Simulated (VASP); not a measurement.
Input of a VASP 6.6.1 run:

File INCAR:

```
PREC = Accurate
ENCUT = 500
EDIFF = 1E-6
ISMEAR = -1
SIGMA = 0.02
LREAL = False
LASPH = True
NELM = 120
ALGO = Normal
ISIF = 2
LWAVE = False
LCHARG = False
GGA = PE
NBANDS = 50
GGA_COMPAT = False
```

File KPOINTS:

```
Automatic mesh
0
Gamma
  4 11 10
```

File POSCAR:

```
SnS
1.0
   11.3200000000      0.0000000000      0.0000000000
    0.0000000000      4.0500000000      0.0000000000
    0.0000000000      0.0000000000      4.2844200000
Sn S
4 4
Direct
    0.1212438582      0.2500000000      0.1100858743
    0.3787561418      0.7500000000      0.6100858743
    0.6212438582      0.2500000000      0.3899141257
    0.8787561418      0.7500000000      0.8899141257
    0.8519953482      0.2500000000      0.4786283020
    0.6480046518      0.7500000000      0.9786283020
    0.3519953482      0.2500000000      0.0213716980
    0.1480046518      0.7500000000      0.5213716980
```

Potentials or basis: VASP PAW PBE potentials, release 64 (Sn_d, S).

Command:

```bash
$ cat potpaw_PBE.64/Sn_d/POTCAR potpaw_PBE.64/S/POTCAR > POTCAR
$ mpirun -np 1 vasp_std > vasp.out
```

Q: What does it give for the pressure?

A: 1.0 GPa.

Q: Estimate the band gap on the k mesh.

A: 0.96 eV (least direct gap 1.14 eV).

Q: Estimate the largest force.

A: 0.022 eV/Å.

Stress tensor (GPa, compression positive):
```
1.05 0.00 0.00
0.00 0.78 0.00
0.00 0.00 1.20
```

Caveat: the cell differs from its parent crystal (z stretched by +1 %, then relaxed in part); spin-orbit coupling is left out, which moves the levels of the heavy elements. A k mesh can miss the band edges.
